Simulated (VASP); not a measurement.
Wanted: the native input for a VASP 6.6.1 run.

* Task: single point
* Functional: PBEsol
* Potentials or basis: VASP PAW PBE potentials, release 64 (Na_pv)
* Cutoff: 520 eV
* k mesh: 8 × 8 × 5
* Occupations: fermi-dirac, width 0.05 eV
* Spin: no spin polarisation
* Dipole correction: no
* Further INCAR settings: ALGO = Normal; EDIFF = 1e-07; NBANDS = 14

The structure of Na lies in POSCAR:

```
Na
1.0
    3.7377643310      0.0000000000      0.0000000000
   -1.8688821655      3.2369988640      0.0000000000
    0.0000000000      0.0000000000      5.9967679057
Na
2
Direct
    0.6666666667      0.3333333333      0.7500000000
    0.3333333333      0.6666666667      0.2500000000
```

These files were run (other wordings do the same):

INCAR

```
SYSTEM = Na
ALGO = Normal ; EDIFF = 1E-7
ENCUT = 520 ; GGA = PS
ISIF = 2 ; ISMEAR = -1
LASPH = .TRUE. ; LCHARG = .FALSE.
LREAL = .FALSE. ; LWAVE = .FALSE.
NBANDS = 14 ; NELM = 60
PREC = Accurate ; SIGMA = 0.05
```

KPOINTS

```
k-points
0
G
  8 8 5
  0 0 0
```

Potentials or basis: VASP PAW PBE potentials, release 64 (Na_pv).

Launch:

```bash
$ cat potpaw_PBE.64/Na_pv/POTCAR > POTCAR
$ mpirun -np 1 vasp_std > vasp.out
```

Results of the run:

```
Pressure               : 0.0 GPa
Band gap on the k mesh : zero (band 7 reaches 1.79 eV, above the bottom of band 8 at -1.42 eV)
```

Caveat: the PAW data sets were made with another functional, which shifts forces and pressure a little.

Run time: 13 s on 1 thread of AMD EPYC 9R45 96-Core Processor (Zen 5), on a shared host, peak memory 0.15 GiB.
